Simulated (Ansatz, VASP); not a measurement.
Two plane-wave programs on C

File POSCAR:

```
C
1.0
    1.7801417073     -1.7801417073      0.0000000000
    1.7801417073      0.0000000000     -1.7801417073
    7.2649043966      7.2649043966      7.2649043966
C
12
Direct
    0.6666666667      0.6666666667      0.2654851456
    0.0000000000      0.0000000000      0.1021297767
    0.3333333333      0.3333333333      0.4288405146
    0.6666666667      0.6666666667      0.7555512525
    1.0000000000      1.0000000000      0.5921958836
    0.3333333333      0.3333333333      0.9189066215
    0.6666666667      0.6666666667      0.3880016724
    1.0000000000      1.0000000000      0.2246463034
    0.3333333333      0.3333333333      0.5513570413
    0.6666666667      0.6666666667      0.8780677793
    0.0000000000      0.0000000000      0.7147124103
    0.3333333333      0.3333333333      0.0612909344
```

File INCAR.step1:

```
SYSTEM = C
ALGO = Normal ; EDIFF = 1E-4
ENCUT = 520 ; GGA = PE
ISMEAR = 0 ; LASPH = .True.
LCHARG = .False. ; LREAL = .False.
LWAVE = .True. ; NBANDS = 36
NELM = 80 ; PREC = Accurate
SIGMA = 0.05
```

File INCAR.step2:

```
SYSTEM = C
ALGO = Normal ; EDIFF = 1E-6
ENCUT = 520 ; ISIF = 2
ISMEAR = 0 ; ISTART = 1
LASPH = .True. ; LCHARG = .False.
LMIXTAU = .True. ; LREAL = .False.
LWAVE = .False. ; METAGGA = R2SCAN
NBANDS = 36 ; NELM = 80
PREC = Accurate ; SIGMA = 0.05
```

KPOINTS

```
k-points
0
Gamma
  10 10 2
  0 0 0
```

Input for Ansatz:

```yaml
crystal:
  lattice:
    - [1.7801417073, -1.7801417073, 0.0]
    - [1.7801417073, 0.0, -1.7801417073]
    - [7.2649043966, 7.2649043966, 7.2649043966]
  atoms:
    - { symbol: C, position: [0.6666666667, 0.6666666667, 0.2654851456] }
    - { symbol: C, position: [0.0, 0.0, 0.1021297767] }
    - { symbol: C, position: [0.3333333333, 0.3333333333, 0.4288405146] }
    - { symbol: C, position: [0.6666666667, 0.6666666667, 0.7555512525] }
    - { symbol: C, position: [1.0, 1.0, 0.5921958836] }
    - { symbol: C, position: [0.3333333333, 0.3333333333, 0.9189066215] }
    - { symbol: C, position: [0.6666666667, 0.6666666667, 0.3880016724] }
    - { symbol: C, position: [1.0, 1.0, 0.2246463034] }
    - { symbol: C, position: [0.3333333333, 0.3333333333, 0.5513570413] }
    - { symbol: C, position: [0.6666666667, 0.6666666667, 0.8780677793] }
    - { symbol: C, position: [0.0, 0.0, 0.7147124103] }
    - { symbol: C, position: [0.3333333333, 0.3333333333, 0.0612909344] }
basis:
  ecutwfc: 500
kpoints:
  mp_grid: { grid: [10, 10, 2] }
hamiltonian:
  xc: r2scan
scf:
  occupations: { method: gaussian, width: 0.05 }
output:
  forces: true
  stress: true
  eigenvalues: true
  write_density: true
  write_potential: true
  elf: true
  volumetric_format: npy
```

Alike in both runs: task single point; functional r2SCAN; k mesh 10 × 10 × 2; occupations gaussian, width 0.05 eV; no spin polarisation.

|  | VASP | Ansatz |
| --- | --- | --- |
| version | VASP 6.6.1 | Ansatz 0.2.0 |
| potentials or method | VASP PAW PBE potentials, release 64 (C), cutoff 520 eV | scalar-relativistic, plane waves, PAW |
| valence electrons in the cell | 48 | 48 |

|  | VASP | Ansatz | Ansatz less VASP |
| --- | --- | --- | --- |
| gap on the k mesh at the Fermi level (eV) | 4.03 | 4.06 | +0.027 |
| least direct gap on the mesh (eV) | 4.83 | 4.87 | +0.037 |
| pressure (GPa) | -4.7 | -5.8 | -1.07 |
| traceless stress, the component that is largest in VASP (GPa) | -5.01 | -4.97 | +0.036 |
| rms of the force components (eV/Å) | 0.566 | 0.559 | -0.0072 |

VASP's potentials were made for PBE, not for r2SCAN. Atom by atom the forces differ by 0.008 eV/Å (rms over components). With one functional, cell and mesh, what is left measures potentials, basis and numerics.
